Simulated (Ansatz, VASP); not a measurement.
## GaN in VASP and in Ansatz

File INCAR:

```
SYSTEM = GaN
  PREC = Accurate
  ENCUT = 600
  EDIFF = 1E-6
  ISMEAR = 0
  SIGMA = 0.02
  LREAL = .False.
  LASPH = .True.
  NELM = 120
  ALGO = Normal
  ISIF = 2
  LWAVE = .False.
  LCHARG = .False.
  NBANDS = 16
  GGA_COMPAT = .False.
```

Contents of KPOINTS:

```
Automatic mesh
0
Gamma
  10 10 10
  0 0 0
```

Contents of POSCAR:

```
GaN
1.0
    0.0000000000      2.2276025210      2.2276025210
    2.2276025210      0.0000000000      2.2276025210
    2.2276025210      2.2276025210      0.0000000000
Ga N
1 1
Direct
    0.0000000000      0.0000000000      0.0000000000
    0.2500000000      0.2500000000      0.2500000000
```

Input for Ansatz:

```yaml
crystal:
  lattice:
    - [0.0, 2.227602521, 2.227602521]
    - [2.227602521, 0.0, 2.227602521]
    - [2.227602521, 2.227602521, 0.0]
  atoms:
    - { symbol: Ga, position: [0.0, 0.0, 0.0] }
    - { symbol: "N", position: [0.25, 0.25, 0.25] }
basis:
  ecutwfc: 420
kpoints:
  mp_grid: { grid: [10, 10, 10] }
  band_path:
    path:
      - [[0.0, 0.0, 0.0], [-0.5, -0.5, 0.0], [-0.375, -0.375, 0.25]]
      - [[-0.375, 0.0, 0.375], [0.0, 0.0, 0.0], [0.0, 0.0, 0.5], [-0.5, -0.25, 0.25], [-0.5, -0.5, 0.0]]
    npoints: 10
hamiltonian:
  xc: lda
  pseudopotentials: { kind: paw, azcp: { folder: soft_1 } }
scf:
  occupations: { method: gaussian, width: 0.02 }
  n_extra_bands: 7
output:
  forces: true
  stress: true
  eigenvalues: true
```

Alike in both runs: task single point; functional LDA; k mesh 10 × 10 × 10; occupations gaussian, width 0.02 eV; no spin polarisation.

|  | VASP | Ansatz |
| --- | --- | --- |
| version | VASP 6.6.1 | Ansatz 0.2.0 |
| potentials or method | VASP PAW LDA potentials, release 64 (Ga_d, N), cutoff 600 eV | scalar-relativistic, plane waves, PAW |
| valence electrons in the cell | 18 | 18 |

```tsv
	VASP	Ansatz	Ansatz less VASP
gap on the k mesh at the Fermi level (eV)	1.97	1.96	-0.012
least direct gap on the mesh (eV)	1.97	1.96	-0.012
pressure (GPa)	1.0	0.0	-1.04
```

Ansatz warns that its potentials were made for another functional, while VASP's fit it. LDA's correlation is that of Perdew and Zunger in VASP and of Perdew and Wang (1992) in Ansatz.
